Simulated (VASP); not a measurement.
# KBr: single point with r2SCAN

The system is KBr.

```xyz
2
Lattice="0.0000 3.2431 3.1937 3.2431 0.0000 3.1937 3.2431 3.2431 0.0000" Properties=species:S:1:pos:R:3 pbc="T T T"
K     0.0000    0.0000    0.0000
Br    3.2431    3.2431    3.1937
```

This cell differs from its parent crystal: strain -0.015 along x and y, -0.030 along z.

- Program: VASP 6.6.1
- Task: single point
- Functional: r2SCAN
- Potentials or basis: VASP PAW PBE potentials, release 64 (K_sv, Br)
- Cutoff: 520 eV
- k mesh: 6 × 6 × 6
- Occupations: gaussian, width 0.05 eV
- Spin: no spin polarisation

- Pressure: 1.4 GPa
- Band gap on the k mesh: 5.27 eV

Stress tensor (GPa, compression positive):
```
1.12 0.00 0.00
0.00 1.12 0.00
0.00 0.00 1.90
```

Levels at points of the mesh, in eV from the valence-band top:
```csv
k point,band 4,band 5,band 6,band 7,band 8,band 9,band 10,band 11,band 12,band 13
"(0.00, 0.00, 0.00)",-11.47,-11.47,-0.01,-0.01,0.00,5.27,8.19,8.19,8.29,9.21
"(0.50, 0.00, 0.00)",-11.47,-11.17,-1.32,-0.40,-0.40,7.27,9.11,10.70,10.70,10.95
"(0.50, 0.50, 0.00)",-11.51,-11.51,-0.89,-0.34,-0.34,6.24,8.29,10.32,10.57,10.82
"(0.50, 0.00, 0.50)",-11.52,-11.51,-0.92,-0.31,-0.31,6.27,8.28,10.29,10.50,10.80
```

It took 81 s on 1 thread of AMD EPYC 9R45 96-Core Processor (Zen 5) (shared host), peak memory 0.19 GiB.

Caveat: the cell differs from its parent crystal (strain -0.015 along x and y, -0.030 along z); the PAW data sets were made with another functional, which shifts forces and pressure a little.
